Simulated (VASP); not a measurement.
Crystal: Mo.

```
Mo
1.0
    -1.57342    1.57342    1.57342
     1.57342   -1.57342    1.57342
     1.57342    1.57342   -1.57342
Mo
1
Direct
  0.00000 0.00000 0.00000
```

* Program: VASP 6.6.1
* Task: relaxation of cell and atoms
* Functional: PBEsol
* Potentials or basis: VASP PAW PBE potentials, release 64 (Mo_sv)
* Cutoff: 600 eV
* k mesh: 22 × 22 × 22
* Occupations: fermi-dirac, width 0.05 eV
* Spin: no spin polarisation

At the start: pressure -4.0 GPa; volume 15.58 Å³/atom.

Task: Where does the relaxation end?

Result: Over 7 steps the energy falls by 3.0 meV/atom and the volume is 15.35 Å³/atom (-1.5 %); space group Im-3m (No. 229, to 0.1 Å) before and after.

The path:
```
step  energy change (eV)  largest force (eV/Å)  pressure (GPa)  volume (Å³)
   1              0.0000                0.0000           -4.04        15.58
   2              0.0219                0.0000           12.98        14.71
   3             -0.0030                0.0000           -0.08        15.35
   4             -0.0030                0.0000           -0.02        15.35
   5             -0.0030                0.0000            0.06        15.34
   6             -0.0030                0.0000           -0.07        15.36
   7             -0.0030                0.0000           -0.01        15.35
```

Final structure:
```xyz
1
Lattice="-1.5656 1.5656 1.5656 1.5656 -1.5656 1.5656 1.5656 1.5656 -1.5656" Properties=species:S:1:pos:R:3 pbc="T T T"
Mo    0.0000    0.0000    0.0000
```

Caveat: the PAW data sets were made with another functional, which shifts forces and pressure a little.
